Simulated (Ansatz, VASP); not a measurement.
One calculation of InPd, two programs

```
In Pd
1.0
     0.00000    2.74607    2.74607
     2.74607    0.00000    2.74607
     2.74607    2.74607    0.00000
In Pd
1 1
Direct
  0.00000 0.00000 0.00000
  0.50000 0.50000 0.50000
```

Alike in both runs: task relaxation of cell and atoms; functional LDA; k mesh 8 × 8 × 8; occupations fermi-dirac, width 0.05 eV; no spin polarisation.

|  | VASP | Ansatz |
| --- | --- | --- |
| version | VASP 6.6.1 | Ansatz 0.2.0 |
| potentials or method | VASP PAW LDA potentials, release 64 (In_d, Pd) | Ansatz PAW |
| plane-wave cutoff (eV) | 600 | 420 |
| valence electrons in the cell | 23 | 31 |

Ansatz gave:

```
gap on the k mesh at the Fermi level, each at its own relaxed structure (eV) : none
relaxed volume (Å³/atom)                                                     : 18.93
relaxed cell length with the largest relative difference (Å)                 : 3.769
```

What did VASP give for the same quantities?

gap on the k mesh at the Fermi level, each at its own relaxed structure (eV): none; relaxed volume (Å³/atom): 19.01; relaxed cell length with the largest relative difference (Å): 3.775.

LDA's correlation is that of Perdew and Zunger in VASP and of Perdew and Wang (1992) in Ansatz. A gap of «none» marks a metal or a gap that the smearing closes. VASP's potentials hold 23 valence electrons a cell and Ansatz's 31, so a difference there can come from the potentials and not from the codes.

Noted on Ansatz's run: the plane-wave basis is chosen anew once the cell has moved, so the energies of steps on either side of that aren't comparable.
